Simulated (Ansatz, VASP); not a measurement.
# One calculation of Al, two programs

```
Al
1.0
    -1.46682    1.46682    1.46682
     1.46682   -1.46682    1.46682
     1.46682    1.46682   -1.46682
Al
1
Direct
  0.00000 0.00000 0.00000
```

Change from the starting cell: strain -0.080 along x and y, -0.080 along z, atoms carried along.

Alike in both runs: task single point; functional r2SCAN; k mesh 26 × 26 × 26; occupations gaussian, width 0.15 eV; no spin polarisation.

|  | VASP | Ansatz |
| --- | --- | --- |
| version | VASP 6.6.1 | Ansatz 0.2.0 |
| potentials or method | VASP PAW PBE potentials, release 64 (Al), cutoff 520 eV | scalar-relativistic, plane waves, PAW |
| valence electrons in the cell | 3 | 3 |

|  | VASP | Ansatz | Ansatz less VASP |
| --- | --- | --- | --- |
| gap on the k mesh at the Fermi level (eV) | none | none | - |
| pressure (GPa) | 34.3 | 34.9 | +0.54 |

VASP's potentials were made for PBE, not for r2SCAN. A gap of «none» marks a metal or a gap that the smearing closes. Both programs put the cell under a high pressure, so it lies far from rest at this level. The functional is the same, so the differences come from potentials, cutoffs and numerics.
